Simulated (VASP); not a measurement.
BN: single point with PBE

The system is BN.

```
CELL_PARAMETERS angstrom
0.00000 1.74506 1.74506
1.74506 0.00000 1.74506
1.74506 1.74506 0.00000
ATOMIC_POSITIONS crystal
B 0.00000 0.00000 0.00000
N 0.25000 0.25000 0.25000
```

| Quantity | Value |
| --- | --- |
| Program | VASP 6.6.1 |
| Task | single point |
| Functional | PBE |
| Potentials or basis | VASP PAW PBE potentials, release 64 (B, N) |
| Cutoff | 600 eV |
| k mesh | 12 × 12 × 12 |
| Occupations | gaussian, width 0.01 eV |
| Spin | no spin polarisation |
| Dipole correction | no |
| Further INCAR settings | ALGO = Normal; EDIFF = 1e-06; NBANDS = 11 |

```yaml
Pressure: 52.2 GPa
Band_gap_on_the_k_mesh: 4.56 eV (least direct gap 9.32 eV)
```

Levels at points of the mesh, in eV from the valence-band top:
```tsv
k point	band 1	band 2	band 3	band 4	band 5	band 6	band 7	band 8	band 9
(0.00, 0.00, 0.00)	-21.48	0.00	0.00	0.00	9.32	9.32	9.32	12.12	26.79
(0.50, 0.00, 0.00)	-16.75	-11.70	-2.15	-2.15	11.29	11.29	11.57	16.34	25.05
(0.50, 0.50, 0.00)	-15.23	-9.64	-5.45	-5.45	4.56	9.82	19.60	19.60	22.68
```

It took 3.9 s on 1 thread of Intel(R) Xeon(R) 6975P-C (Granite Rapids), with other jobs on the host, peak memory 0.12 GiB.

Caveat: the cell stands under pressure. A k mesh can miss the band edges.
